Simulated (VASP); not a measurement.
# Se (P1) in VASP: notebook, part 2 of 2

VASP 6.6.1. The steps go on from the part before.

## Step 4: Electric field gradients, PBEsol (equal xy, yz and zx shear strains of +2 %)

File INCAR:

```
ALGO = Normal
EDIFF = 1E-8
ENCUT = 520
GGA = PS
ISIF = 2
ISMEAR = -1
LASPH = True
LCHARG = False
LEFG = True
LREAL = False
LWAVE = False
NBANDS = 16
NELM = 80
PREC = Accurate
SIGMA = 0.03
```

File KPOINTS:

```
k-points
0
Gamma
  6 6 5
```

File POSCAR:

```
Se
1.0
    4.3661999489      0.0436619995      0.0436619995
   -2.1452875738      3.7594090740      0.0159814010
    0.0495360000      0.0495360000      4.9536000000
Se
3
Direct
    0.2254000000      0.0000000000      0.3333333333
    0.0000000000      0.2254000000      0.6666666667
    0.7746000000      0.7746000000      0.0000000000
```

Potentials or basis: VASP PAW PBE potentials, release 64 (Se).

On the command line:

```bash
$ cat potpaw_PBE.64/Se/POTCAR > POTCAR
$ mpirun -np 1 vasp_std > vasp.out
```

OUTCAR:

```text
EDIFF = 1E-8
   ENCUT = 520
   GGA = PS
   ISIF = 2
   ISMEAR = -1
   LASPH = True
   LREAL = False
   NELM = 80
   PREC = Accurate

 ion  position               nearest neighbor table
   1  0.225  0.000  0.333-   2 2.35   3 2.42
   2  0.000  0.225  0.667-   3 2.35   1 2.35
   3  0.775  0.775  0.000-   2 2.35   1 2.42

  LATTYP: Found a triclinic cell.
 ALAT       =     4.4044703090
 B/A-ratio  =     2.0393883600
 C/A-ratio  =     0.9827452114
 COS(alpha) =     0.0044424019
 COS(beta)  =     0.5000757388
 COS(gamma) =     0.7246981347

  Lattice vectors:

 A1 = (   2.2209123751,   3.8030710735,   0.0596434005)
 A2 = (   6.5375763240,   3.7971970730,  -4.8502946000)
 A3 = (  -2.1452875738,   3.7594090740,   0.0159814010)

Analysis of symmetry for initial positions (statically):
=====================================================================
 Subroutine PRICEL returns:
 Original cell was already a primitive cell.

 Routine SETGRP: Setting up the symmetry group for a
 triclinic supercell.

 Subroutine GETGRP returns: Found  1 space group operations
 (whereof  1 operations were pure point group operations)
 out of a pool of  2 trial point group operations.

The static configuration has the point symmetry C_1 .

Analysis of symmetry for dynamics (positions and initial velocities):
=====================================================================
 Subroutine PRICEL returns:
 Original cell was already a primitive cell.

 Routine SETGRP: Setting up the symmetry group for a
 triclinic supercell.

 Subroutine GETGRP returns: Found  1 space group operations
 (whereof  1 operations were pure point group operations)
[... 161 lines left out ...]
      2      -9.2565      2.00000
      3      -9.0764      2.00000
      4      -1.3076      2.00000
      5      -1.2917      2.00000
      6      -1.1770      2.00000
[... 433 lines left out ...]
      3      -8.4829      2.00000
      4      -2.6372      2.00000
      5      -2.4683      2.00000
      6      -1.0781      2.00000
[... 8 lines left out ...]
     15      11.8118      0.00000
     16      12.2636      0.00000

 [... further k-points ...]
[... 5 lines left out ...]
  --------------------------------------------------------------------------------------
  -------------------------------------------------------------------------------------
  Total       -0.2379332      0.1885546      0.7938650     -0.3451489     -0.4903807     -0.6857157
  in kB       -4.6626879      3.6950323     15.5570720     -6.7637533     -9.6098046    -13.4377107
  external PRESSURE =       4.8631388 kB  Pullay stress =       0.0000000 kB

 VOLUME and BASIS-vectors are now :
 -----------------------------------------------------------------------------
  energy-cutoff  :      520.00
  volume of cell :       81.76
      direct lattice vectors                 reciprocal lattice vectors
     4.366199949  0.043661999  0.043661999     0.227767990  0.129989848 -0.003577578
    -2.145287574  3.759409074  0.015981401    -0.002618969  0.264515884 -0.002618969
     0.049536000  0.049536000  4.953600000    -0.001999142 -0.001999142  0.201913368

 POSITION                                       TOTAL-FORCE (eV/Angst)
 -----------------------------------------------------------------------------------
      1.00065      0.02635      1.66104         0.256691     -0.156319     -0.314843
     -0.45052      0.88039      3.30600        -0.264609      0.457355     -0.044409
      1.72032      2.94586      0.04620         0.007918     -0.301036      0.359253
 -----------------------------------------------------------------------------------
    total drift:                               -0.000003     -0.000036     -0.000025

  FREE ENERGIE OF THE ION-ELECTRON SYSTEM (eV)
  ---------------------------------------------------
  free  energy   TOTEN  =       -11.4704989009 eV

  energy  without entropy=      -11.4704989001  energy(sigma->0) =      -11.47049890

 Electric field gradients (V/A^2)
---------------------------------------------------------------------
 ion       V_xx      V_yy      V_zz      V_xy      V_xz      V_yz
---------------------------------------------------------------------
   1     168.240  -330.250   162.010    14.253     8.593   333.213
   2    -211.276    37.789   173.487  -203.930  -267.491  -152.140
   3    -201.715    34.109   167.606   220.785   287.261  -153.140
---------------------------------------------------------------------

 Electric field gradients after diagonalization (V/A^2)
 (convention: |V_zz| > |V_xx| > |V_yy|)
----------------------------------------------------------------------
 ion       V_xx      V_yy      V_zz     asymmetry (V_yy - V_xx)/ V_zz
----------------------------------------------------------------------
   1     331.357   167.139  -498.497       0.329
   2     320.133   152.189  -472.322       0.356
   3     328.732   165.240  -493.972       0.331
----------------------------------------------------------------------

           NMR quadrupolar parameters

 Cq : quadrupolar parameter    Cq=e*Q*V_zz/h
 eta: asymmetry parameters     (V_yy - V_xx)/ V_zz
 Q  : nuclear electric quadrupole moment in mb (millibarn)
----------------------------------------------------------------------
 ion       Cq(MHz)       eta       Q (mb)
----------------------------------------------------------------------
   1      -1.205       0.329       1.000
   2      -1.142       0.356       1.000
   3      -1.194       0.331       1.000
----------------------------------------------------------------------
```

stdout:

```text
POSCAR found type information on POSCAR Se
 POSCAR found :  1 types and       3 ions
 scaLAPACK will be used
 -----------------------------------------------------------------------------
|                                                                             |
|                                                                             |
|     You enforced a specific xc type in the INCAR file but a different       |
|     I HOPE YOU KNOW WHAT YOU ARE DOING!                                     |
|                                                                             |
 -----------------------------------------------------------------------------

 LDA part: xc-table for (Slater+PW92), standard interpolation
 POSCAR, INCAR and KPOINTS ok, starting setup
 FFT: planning ... GRIDC
 FFT: planning ... GRID_SOFT
 FFT: planning ... GRID
 WAVECAR not read
 entering main loop
ion   1
     0.0000499    -0.3328950    -6.1638449    -2.5272695    -0.2740681    -4.7520149
     0.0000687    -0.3328950    -6.1638448    -2.5272695    -0.2740681    -4.7520149
     0.0000946    -0.3328950    -6.1638448    -2.5272695    -0.2740681    -4.7520148
     0.0001302    -0.3328950    -6.1638446    -2.5272694    -0.2740681    -4.7520147
[... 23 lines left out ...]
     0.0000499  -202.2176258   139.8978574  -132.7523101  -262.9771346   107.8429435
     0.0000687  -202.2127119   139.8944302  -132.7490756  -262.9707389   107.8403102
     0.0000946  -202.2047459   139.8888742  -132.7438325  -262.9603711   107.8360411
     0.0001302  -202.1918964   139.8799120  -132.7353759  -262.9436482   107.8291544
```

It took 54 s on 1 thread of Intel Xeon Platinum 8488C (Sapphire Rapids), shared host; peak memory 0.24 GiB.

What came out:

| Quantity | Value |
| --- | --- |
| Free energy | -11.4705 eV |
| Pressure | 0.5 GPa |
| Largest force | 0.530 eV/Å |
| Band gap on the k mesh | 1.08 eV, indirect (least direct gap 1.38 eV) |

Forces on the atoms (eV/Å):
```
Se   0.257 -0.156 -0.315
Se  -0.265  0.457 -0.044
Se   0.008 -0.301  0.359
```

Electric field gradients, principal values (V/Å²):
```tsv
atom	least	middle	greatest (by size)
1 Se	167.139	331.357	-498.497
2 Se	152.189	320.133	-472.322
3 Se	165.240	328.732	-493.972
```

Caveat: the cell differs from its parent crystal (equal xy, yz and zx shear strains of +2 %); without QUAD_EFG the Cq values of the log hold for a quadrupole moment of 1 mb, not for the nuclei; the PAW data sets were made with another functional, which shifts forces and pressure a little. A k mesh can miss the band edges.
